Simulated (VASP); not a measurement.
Set up this calculation in VASP 6.6.1, as the native input.

```
Task                   : single point
Functional             : r2SCAN
Potentials or basis    : VASP PAW PBE potentials, release 64 (Ba_sv, S)
Cutoff                 : 520 eV
k mesh                 : 6 × 6 × 1
Occupations            : gaussian, width 0.05 eV
Spin                   : no spin polarisation
Dipole correction      : yes
Further INCAR settings : ALGO = Normal; EDIFF = 1e-07; NBANDS = 42
```

The system is BaS, a slab with vacuum.

```
CELL_PARAMETERS angstrom
4.54347 0.00000 0.00000
0.00000 4.54347 0.00000
0.00000 0.00000 24.63816
ATOMIC_POSITIONS crystal
Ba 0.50000 0.50000 0.30441
Ba 0.00000 0.00000 0.43480
Ba 0.50000 0.50000 0.56520
Ba 0.00000 0.00000 0.69559
S 0.00000 0.00000 0.30441
S 0.50000 0.50000 0.43480
S 0.00000 0.00000 0.56520
S 0.50000 0.50000 0.69559
```

One way to write it, as run:

POSCAR

```
BaS
1.0
    4.5434723038      0.0000000000      0.0000000000
    0.0000000000      4.5434723038      0.0000000000
    0.0000000000      0.0000000000     24.6381602284
Ba S
4 4
Direct
    0.5000000000      0.5000000000      0.3044058457
    0.0000000000      0.0000000000      0.4348019486
    0.5000000000      0.5000000000      0.5651980514
    0.0000000000      0.0000000000      0.6955941543
    0.0000000000      0.0000000000      0.3044058457
    0.5000000000      0.5000000000      0.4348019486
    0.0000000000      0.0000000000      0.5651980514
    0.5000000000      0.5000000000      0.6955941543
```

INCAR.step1

```
SYSTEM = BaS
PREC     = Accurate       ! precision mode
ENCUT    = 520            ! plane-wave cutoff, eV
ISMEAR   = 0              ! smearing method
SIGMA    = 0.05           ! smearing width, eV
LREAL    = .FALSE.        ! projectors in reciprocal space
LASPH    = .TRUE.         ! aspherical terms in the spheres
NELM     = 100            ! most SCF steps
LDIPOL   = .TRUE.       
IDIPOL   = 3            
DIPOL    = 0.5 0.5 0.500
NBANDS   = 42             ! bands
GGA      = PE             ! functional
ALGO     = Normal         ! electronic algorithm
EDIFF    = 1E-4           ! SCF threshold, eV
LWAVE    = .TRUE.         ! write WAVECAR
LCHARG   = .FALSE.        ! write CHGCAR
```

INCAR.step2

```
SYSTEM = BaS
PREC     = Accurate       ! precision mode
ENCUT    = 520            ! plane-wave cutoff, eV
EDIFF    = 1E-7           ! SCF threshold, eV
ISMEAR   = 0              ! smearing method
SIGMA    = 0.05           ! smearing width, eV
LREAL    = .FALSE.        ! projectors in reciprocal space
LASPH    = .TRUE.         ! aspherical terms in the spheres
NELM     = 100            ! most SCF steps
ALGO     = Normal         ! electronic algorithm
ISIF     = 2              ! what is computed and relaxed
LWAVE    = .FALSE.        ! write WAVECAR
LCHARG   = .FALSE.        ! write CHGCAR
LDIPOL   = .TRUE.       
IDIPOL   = 3            
DIPOL    = 0.5 0.5 0.500
METAGGA  = R2SCAN         ! meta-GGA
LMIXTAU  = .TRUE.       
NBANDS   = 42             ! bands
ISTART   = 1
```

KPOINTS

```
Automatic mesh
0
G
  6 6 1
  0 0 0
```

Potentials or basis: VASP PAW PBE potentials, release 64 (Ba_sv, S).

Command:

```sh
$ cat potpaw_PBE.64/Ba_sv/POTCAR potpaw_PBE.64/S/POTCAR > POTCAR
$ cp INCAR.step1 INCAR
$ mpirun -np 1 vasp_std > vasp.out
$ cp INCAR.step2 INCAR
$ mpirun -np 1 vasp_std > vasp.out
```

It gave:

```yaml
Largest_force: 0.162 eV/Å
Band_gap_on_the_k_mesh: 2.47 eV, direct
```

Caveat: the PAW data sets were made with another functional, which shifts forces and pressure a little; spin-orbit coupling is left out, which moves the levels of the heavy elements.

Wall time 33 min on 1 thread of Intel(R) Xeon(R) Platinum 8488C (Sapphire Rapids), on a shared host, peak memory 0.71 GiB.
